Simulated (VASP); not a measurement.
# PrBe3Si (C2/m) in VASP: notebook, part 2 of 2

VASP 6.6.1. The steps go on from the part before.

## (3) Relaxation of cell and atoms, PBE

This run uses another cell than the first one, of 13.80 Å³/atom.

The input, INCAR:

```
PREC = Accurate
ENCUT = 600
EDIFF = 1E-7
ISMEAR = 0
SIGMA = 0.2
LREAL = F
LASPH = T
NELM = 200
ALGO = Normal
ISIF = 3
LWAVE = F
LCHARG = F
GGA = PE
IBRION = 2
NSW = 36
EDIFFG = -0.08
GGA_COMPAT = F
NELMIN = 4
LMAXMIX = 6
```

The input, KPOINTS:

```
Automatic mesh
0
Gamma
  5 5 3
```

The input, POSCAR:

```
PrBe3Si
1.0
    2.0168296600     -3.3502209600      0.0000000000
    2.0168296600      3.3502209600      0.0000000000
   -0.4796396500      0.0000000000      5.1064818300
Pr Be Si
1 3 1
Direct
    0.5000000000      0.5000000000      0.0000000000
    0.7534994800      0.2465005200      0.5000000000
    0.2465005200      0.7534994800      0.5000000000
    0.0000000000      0.0000000000      0.5000000000
    0.0000000000      0.0000000000      0.0000000000
```

Potentials or basis: VASP PAW PBE potentials, release 64 (Pr_3, Be, Si), 4f in core.

Launch:

```sh
$ cat potpaw_PBE.64/Pr_3/POTCAR potpaw_PBE.64/Be/POTCAR potpaw_PBE.64/Si/POTCAR > POTCAR
$ mpirun -np 1 vasp_std > vasp.out
```

OUTCAR:

```text
PREC = Accurate
   ENCUT = 600
   EDIFF = 1E-7
   ISMEAR = 0
   LREAL = F
   LASPH = T
   NELM = 200
   ISIF = 3
   GGA = PE
   IBRION = 2
   NSW = 36
   EDIFFG = -0.08
   NELMIN = 4

 ion  position               nearest neighbor table
   1  0.500  0.500  0.000-   5 2.02   5 2.02   2 3.08   2 3.08   3 3.08   3 3.08   4 3.11   4 3.11
                             5 3.35   5 3.35
   2  0.753  0.247  0.500-   4 1.65   3 2.02   3 2.02   1 3.08   1 3.08
   3  0.247  0.753  0.500-   4 1.65   2 2.02   2 2.02   1 3.08   1 3.08
   4  0.000  0.000  0.500-   2 1.65   3 1.65   5 2.56   5 2.56   1 3.11   1 3.11
   5  0.000  0.000  0.000-   1 2.02   1 2.02   4 2.56   4 2.56   1 3.35   1 3.35

  LATTYP: Found a base centered monoclinic cell.
 ALAT       =     4.0336593200
 B/A-ratio  =     1.6611323338
 C/A-ratio  =     1.2715397266
 COS(beta)  =    -0.0935160014

  Lattice vectors:

 A1 = (   2.0168296600,  -3.3502209600,   0.0000000000)
 A2 = (   2.0168296600,   3.3502209600,   0.0000000000)
 A3 = (  -0.4796396500,   0.0000000000,   5.1064818300)

Analysis of symmetry for initial positions (statically):
=====================================================================
 Subroutine PRICEL returns:
 Original cell was already a primitive cell.

 Routine SETGRP: Setting up the symmetry group for a
 base centered monoclinic supercell.

 Subroutine GETGRP returns: Found  4 space group operations
 (whereof  4 operations were pure point group operations)
[... 171 lines left out ...]

------------------------ aborting loop because EDIFF is reached ----------------------------------------

  FORCE on cell =-STRESS in cart. coord.  units (eV):
  Direction    XX          YY          ZZ          XY          YZ          ZX
  --------------------------------------------------------------------------------------
  -------------------------------------------------------------------------------------
  Total       55.8133231     14.0263973     -5.7496904      0.0000000      0.0000000      1.0990380
  in kB     1295.8478305    325.6583827   -133.4936434      0.0000000      0.0000000     25.5169544
  external PRESSURE =     496.0041900 kB  Pullay stress =       0.0000000 kB
[... 504 lines left out ...]
      1     -32.8640      2.00000
      2     -14.9710      2.00000
      3     -14.9252      2.00000
      4     -14.8667      2.00000
      5      -4.0017      2.00000
      6      -1.6729      2.00000
      7       0.3406      2.00000
      8       1.0433      2.00000
      9       1.6185      2.00000
     10       1.7309      2.00000
     11       3.7937      0.02200
     12       4.2446      0.00000
     13       4.9983      0.00000
     14       5.7871      0.00000

[... ionic steps 4 to 22 ...]

--------------------------------------- Ionic step       23  -------------------------------------------

 number of electron      21.0000000 magnetization

 E-fermi :   4.5093     XC(G=0): -10.0058
[... 488 lines left out ...]
--------------------------------------- Ionic step       25  -------------------------------------------

 number of electron      21.0000000 magnetization

 Free energy of the ion-electron system (eV)
  ---------------------------------------------------
  ext. energy  EPLUGINS =         0.00000000
  ---------------------------------------------------
  free energy    TOTEN  =       -19.24289779 eV

  energy without entropy =      -19.18926206  energy(sigma->0) =      -19.21607992

 E-fermi :   4.4101     XC(G=0):  -9.9470

 val. band max:        4.3661898530   @ k =  -0.4000   0.2000   0.0000
 cond. band min:       4.4436108792   @ k =  -0.4000  -0.0000   0.3333
 fundamental gap:      0.0774210263
 Fermi energy:         4.4101093390
[... 438 lines left out ...]
  FREE ENERGIE OF THE ION-ELECTRON SYSTEM (eV)
  ---------------------------------------------------
  free  energy   TOTEN  =       -19.2428977937 eV

  energy  without entropy=      -19.1892620554  energy(sigma->0) =      -19.21607992

 reached required accuracy - stopping structural energy minimisation
```

OSZICAR:

```text
N       E                     dE             d eps       ncg     rms          rms(c)
DAV:   1     0.120883430020E+03    0.12088E+03   -0.10075E+04   672   0.143E+03
DAV:   2    -0.305541017747E+01   -0.12394E+03   -0.12223E+03   810   0.300E+02
DAV:   3    -0.109365493314E+02   -0.78811E+01   -0.75574E+01  1212   0.659E+01
[... 287 lines left out ...]
DAV:   4    -0.192428936462E+02   -0.28514E-05   -0.91248E-05   858   0.745E-02    0.115E-02
DAV:   5    -0.192428989006E+02   -0.52544E-05   -0.27561E-05  1150   0.275E-02    0.100E-02
DAV:   6    -0.192428988631E+02    0.37550E-07   -0.10482E-06   780   0.877E-03    0.631E-03
DAV:   7    -0.192428977617E+02    0.11014E-05   -0.14625E-06   968   0.104E-02    0.683E-04
DAV:   8    -0.192428977937E+02   -0.32066E-07   -0.40809E-08   426   0.171E-03
  25 F= -.19242898E+02 E0= -.19216080E+02  d E =-.188746E+00
```

It took 4.4 min on 1 thread of Intel Xeon 6975P-C (Granite Rapids), shared host; peak memory 0.24 GiB.

What came out:

| Item | Value |
| --- | --- |
| Free energy | -19.2429 eV |
| Relaxed volume | 16.43 Å³/atom |
| Relaxed cell | a = 4.270 Å, b = 4.270 Å, c = 5.362 Å, α = 111.37°, β = 111.37°, γ = 94.67° |
| Space group after relaxing (to 0.1 Å) | C2/m (No. 12) |
| Energy gained by relaxing | 1925.4 meV/atom |
| Ionic steps | 25 |
| Pressure after relaxing | 0.0 GPa |
| Largest force after relaxing | 0.047 eV/Å |
| Band gap on the k mesh | zero (an odd number of electrons rules out a gap without spin polarisation) |

Forces in eV/Å, atoms in the order of the input:
```
Pr   0.000  0.000  0.000
Be   0.000 -0.047  0.000
Be   0.000  0.047  0.000
Be   0.000  0.000  0.000
Si   0.000  0.000  0.000
```

Stress tensor (GPa, compression positive):
```
-0.61  0.00 -0.25
 0.00 -0.28  0.00
-0.25  0.00  0.77
```

Step by step:
```csv
step,energy change (eV),largest force (eV/Å),pressure (GPa),volume (Å³)
1,0.0000,5.4770,49.60,69.01
2,-7.4366,0.1322,-8.04,113.84
3,-7.6804,0.9590,-2.32,95.26
4,-7.8128,0.4670,-5.58,102.47
5,-7.8153,0.5475,-5.13,101.20
6,-8.1439,0.3569,-2.05,93.23
7,-8.1749,0.2614,-0.55,90.55
8,-8.1752,0.2484,-0.35,90.22
9,-8.2431,0.4554,0.06,88.72
10,-8.4615,1.1645,1.57,84.04
11,-8.6267,2.2249,10.87,74.05
12,-8.6324,2.2197,10.99,73.96
13,-8.6485,2.2006,11.35,73.71
14,-8.6740,2.1431,12.10,73.20
15,-8.6883,1.9474,13.75,72.14
16,-8.7361,1.8491,13.39,72.31
17,-8.8699,1.5589,12.37,72.81
18,-9.0942,0.9981,10.50,73.81
19,-9.3715,0.0691,7.45,75.74
20,-9.3325,2.1862,3.80,79.37
21,-9.4384,1.1055,5.34,77.56
22,-9.5041,0.8560,4.21,78.38
23,-9.6140,0.2690,1.26,80.85
24,-9.6268,0.0812,0.17,81.93
25,-9.6272,0.0472,-0.04,82.15
```

Final structure:
```
CELL_PARAMETERS angstrom
2.81273 -3.13965 -0.68004
2.81273 3.13965 -0.68004
-1.73990 0.00000 5.07212
ATOMIC_POSITIONS crystal
Pr 0.50000 0.50000 0.00000
Be 0.67047 0.32953 0.50000
Be 0.32953 0.67047 0.50000
Be 0.00000 0.00000 0.50000
Si 0.00000 0.00000 0.00000
```

Levels at points of the mesh, in eV from the Fermi level:
| k point | band 7 | band 8 | band 9 | band 10 | band 11 | band 12 | band 13 | band 14 |
| --- | --- | --- | --- | --- | --- | --- | --- | --- |
| (0.00, 0.00, 0.00) | -2.43 | -1.87 | -0.74 | -0.48 | -0.13 | 0.45 | 0.84 | 1.90 |

Caveat: the k points lie up to 0.44 Å⁻¹ apart in the final cell, too coarse for converged energies and pressures of a metal; the volume moved by over 15 % at a fixed basis, so the end points are rough; spin-orbit coupling is left out, which moves the levels of the heavy elements; the 4f electrons are frozen in the core, so they carry no moment and show no levels; the relaxation stopped at a loose force limit of 0.08 eV/Å, so its end isn't a converged minimum.

The gap in the log of VASP goes by the Fermi energy; the results here count the filled bands.